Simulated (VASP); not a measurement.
Wanted: the native input for a VASP 6.6.1 run.

* Task: single point
* Functional: PBEsol
* Potentials or basis: VASP PAW PBE potentials, release 64 (Li_sv, F)
* Cutoff: 520 eV
* k mesh: 7 × 7 × 7
* Occupations: gaussian, width 0.01 eV
* Spin: no spin polarisation
* Dipole correction: no
* Further INCAR settings: ALGO = Normal; EDIFF = 1e-06; NBANDS = 12

The structure of LiF lies in POSCAR:

```
LiF
1.0
    2.5848765591      0.0000000000      0.0000000000
    0.0000000000      2.5848765591      0.0000000000
    0.0000000000      0.0000000000      2.5848765591
Li F
1 1
Direct
    0.0000000000      0.0000000000      0.0000000000
    0.5000000000      0.5000000000      0.5000000000
```

The input as run:

INCAR

```
  PREC = Accurate
  ENCUT = 520
  EDIFF = 1E-6
  ISMEAR = 0
  SIGMA = 0.01
  LREAL = F
  LASPH = T
  NELM = 100
  ALGO = Normal
  ISIF = 2
  LWAVE = F
  LCHARG = F
  GGA = PS
  NBANDS = 12
```

KPOINTS

```
Automatic mesh
0
Gamma
  7 7 7
```

Potentials or basis: VASP PAW PBE potentials, release 64 (Li_sv, F).

Launch:

```console
$ cat potpaw_PBE.64/Li_sv/POTCAR potpaw_PBE.64/F/POTCAR > POTCAR
$ mpirun -np 1 vasp_std > vasp.out
```

It gave:

- Band gap on the k mesh: 7.18 eV, indirect (least direct gap 7.79 eV)

Wall time 4.2 s on 1 thread of Intel Xeon 6975P-C, with other jobs on the host, peak memory 0.12 GiB.
